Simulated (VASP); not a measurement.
Here is a VASP 6.6.1 calculation.

Contents of INCAR:

```
SYSTEM = MgO
ALGO = Normal
EDIFF = 1E-6
ENCUT = 600
GGA_COMPAT = .FALSE.
ISIF = 2
ISMEAR = 0
LASPH = .TRUE.
LCHARG = .FALSE.
LREAL = .FALSE.
LWAVE = .FALSE.
NBANDS = 36
NELM = 120
PREC = Accurate
SIGMA = 0.05
```

KPOINTS

```
k-points
0
G
  10 10 2
  0 0 0
```

File POSCAR:

```
MgO
1.0
   -3.4517839558      0.0000000000      0.0000000000
   -1.7258919779     -2.9893325941      0.0000000000
   -1.1505946519     -0.6642961320     12.4189476803
Mg O
6 6
Direct
    0.6481444444      0.6481444444      0.0833500000
    0.5740703704      0.5740703704      0.4166833333
    0.4999962963      0.4999962963      0.7500166667
    0.1296259259      0.1296259259      0.9166833333
    0.2777740741      0.2777740741      0.2500166667
    0.2037000000      0.2037000000      0.5833500000
    0.4629592593      0.4629592593      0.9166833333
    0.6111074074      0.6111074074      0.2500166667
    0.5370333333      0.5370333333      0.5833500000
    0.3148111111      0.3148111111      0.0833500000
    0.2407370370      0.2407370370      0.4166833333
    0.1666629630      0.1666629630      0.7500166667
```

Potentials or basis: VASP PAW LDA potentials, release 64 (Mg, O).

The run is started by

```console
$ cat potpaw_LDA.64/Mg/POTCAR potpaw_LDA.64/O/POTCAR > POTCAR
$ mpirun -np 1 vasp_std > vasp.out
```

(1) What does it give for the largest force?

(2) What does it give for the pressure?

Results:

(1) 3.109 eV/Å.

(2) -0.5 GPa.

Caveat: forces of over 1 eV/Å act on the atoms, so gaps and moduli don't describe the material at rest.
